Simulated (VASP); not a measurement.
# LiSb7: relaxation of cell and atoms with PBE

The system is LiSb7.

```xyz
8
Lattice="7.4365 0.0000 0.0000 -3.7183 6.4402 0.0000 0.0000 0.0000 5.8398" Properties=species:S:1:pos:R:3 pbc="T T T"
Li    0.0000    0.0000    2.9199
Sb    5.5747    3.2185    2.9199
Sb    1.8619    3.2185    2.9199
Sb    3.7183    0.0032    2.9199
Sb    0.0000    2.0882    0.0000
Sb   -1.9098    5.3961    0.0000
Sb    1.9098    5.3961    0.0000
Sb    3.7183    2.1467    0.0000
```

The cell was built from a structure type or drawn by symmetry, and may not be a known phase.

- Program: VASP 6.6.1
- Task: relaxation of cell and atoms
- Functional: PBE
- Potentials or basis: VASP PAW PBE potentials, release 64 (Li_sv, Sb)
- Cutoff: 600 eV
- k mesh: 3 × 3 × 4
- Occupations: gaussian, width 0.1 eV
- Spin: no spin polarisation
- Dipole correction: no
- Further INCAR settings: ALGO = Normal; EDIFF = 1e-06; IBRION = 2; EDIFFG = -0.04; NSW = 90; ISIF = 3

- Relaxed volume: 26.83 Å³/atom
- Relaxed cell: a = 6.701 Å, b = 6.701 Å, c = 5.520 Å, α = 90.00°, β = 90.00°, γ = 120.00°
- Space group after relaxing (to 0.1 Å): P-6m2 (No. 187)
- Energy gained by relaxing: 283.3 meV/atom
- Ionic steps: 29
- Pressure after relaxing: 0.0 GPa
- Largest force after relaxing: 0.030 eV/Å
- Band gap on the k mesh: zero (bands 19 and 20 overlap by 2.51 eV)

Forces on the atoms (eV/Å):
```
Li   0.000  0.000  0.000
Sb  -0.011 -0.006  0.000
Sb   0.011 -0.006  0.000
Sb   0.000  0.013  0.000
Sb   0.000  0.030  0.000
Sb   0.026 -0.015  0.000
Sb  -0.026 -0.015  0.000
Sb   0.000  0.000  0.000
```

The path:
```tsv
step	energy change (eV)	largest force (eV/Å)	pressure (GPa)	volume (Å³)
1	0.0000	0.1928	-7.97	279.69
2	-2.1585	0.0791	-0.78	214.99
3	-2.1668	0.0798	-0.02	211.80
4	-2.1658	0.0806	0.30	210.56
5	-2.1684	0.0821	-0.08	212.09
6	-2.1685	0.0825	-0.16	212.45
7	-2.1710	0.0942	-0.14	212.45
8	-2.1793	0.1349	-0.06	212.46
9	-2.1993	0.1834	0.15	212.45
10	-2.1824	0.5472	0.90	212.38
11	-2.2073	0.2563	0.29	212.44
12	-2.2084	0.3639	0.50	212.42
13	-2.2094	0.3121	0.40	212.43
14	-2.2102	0.3186	0.40	212.49
15	-2.2120	0.3391	0.41	212.67
16	-2.2125	0.3833	0.42	213.03
17	-2.2128	0.3659	0.41	212.89
18	-2.2146	0.3586	0.37	213.05
19	-2.2195	0.3370	0.24	213.51
20	-2.2275	0.2952	-0.01	214.43
21	-2.2367	0.2183	-0.48	216.28
22	-2.2306	0.1366	-1.33	220.01
23	-2.2382	0.1742	-0.76	217.43
24	-2.2441	0.1531	-0.66	217.03
25	-2.2571	0.0842	-0.33	215.82
26	-2.2585	0.0762	0.46	213.40
27	-2.2623	0.0328	0.05	214.57
28	-2.2644	0.0329	0.04	214.60
29	-2.2662	0.0299	0.02	214.67
```

Final structure:
```
Li Sb
1.0
     6.70138    0.00000    0.00000
    -3.35069    5.80357    0.00000
     0.00000    0.00000    5.51955
Li Sb
1 7
Direct
  0.00000 0.00000 0.50000
  0.99906 0.49953 0.50000
  0.50047 0.49953 0.50000
  0.50047 0.00094 0.50000
  0.17671 0.35343 0.00000
  0.17671 0.82329 0.00000
  0.64657 0.82329 0.00000
  0.66667 0.33333 0.00000
```

Levels at points of the mesh, in eV from the Fermi level:
| k point | band 16 | band 17 | band 18 | band 19 | band 20 | band 21 |
| --- | --- | --- | --- | --- | --- | --- |
| (0.00, 0.00, 0.00) | -2.12 | -2.12 | -1.28 | 0.35 | 0.35 | 0.76 |
| (0.00, 0.00, 0.50) | -0.43 | 0.49 | 1.83 | 1.83 | 1.87 | 1.90 |

It took 9.5 min on 1 thread of Intel(R) Xeon(R) 6975P-C (Granite Rapids) (shared host), peak memory 0.47 GiB.

Caveat: the cutoff is under 1.25 times the usual one of these potentials, so pressure, stress and relaxed cells hold a basis-set (Pulay) error; the volume moved by over 15 % at a fixed basis, so the end points are rough; spin-orbit coupling is left out, which moves the levels of the heavy elements.
